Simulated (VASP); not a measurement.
Set up this calculation in VASP 6.6.1, as the native input.

| Property | Result |
| --- | --- |
| Task | single point |
| Functional | PBE |
| Potentials or basis | VASP PAW PBE potentials, release 64 (Sn_d) |
| Cutoff | 520 eV |
| k mesh | 6 × 6 × 4 |
| Occupations | fermi-dirac, width 0.02 eV |
| Spin | no spin polarisation |
| Dipole correction | no |
| Further INCAR settings | ALGO = Normal; EDIFF = 1e-06; NBANDS = 36 |

The structure of Sn lies in POSCAR:

```
Sn
1.0
    4.6129245145      0.0000000000      0.0000000000
   -2.3064622572      3.9949098153      0.0000000000
    0.0000000000      0.0000000000      7.5176698812
Sn
4
Direct
    0.3333333333      0.6666666667     -0.0008172485
    0.6666666667      0.3333333333      0.4991827515
    0.3333333333      0.6666666667      0.3758172485
    0.6666666667      0.3333333333      0.8758172485
```

This cell differs from its parent crystal: volume changed by -6%.

The input as run:

INCAR

```
ALGO = Normal ; EDIFF = 1E-6
ENCUT = 520 ; GGA = PE
ISIF = 2 ; ISMEAR = -1
LASPH = T ; LCHARG = F
LREAL = F ; LWAVE = F
NBANDS = 36 ; NELM = 80
PREC = Accurate ; SIGMA = 0.02
```

KPOINTS

```
k-points
0
Gamma
  6 6 4
```

Potentials or basis: VASP PAW PBE potentials, release 64 (Sn_d).

Command:

```sh
$ cat potpaw_PBE.64/Sn_d/POTCAR > POTCAR
$ mpirun -np 1 vasp_std > vasp.out
```

It gave:

```yaml
Pressure: 2.5 GPa
Largest_force: 0.007 eV/Å
Band_gap_on_the_k_mesh: zero (band 28 reaches 5.56 eV, above the bottom of band 29 at 5.37 eV)
```

Caveat: spin-orbit coupling is left out, which moves the levels of the heavy elements.

Run time: 90 s on 1 thread of Intel(R) Xeon(R) Platinum 8488C (Sapphire Rapids), with other jobs on the host, peak memory 0.27 GiB.
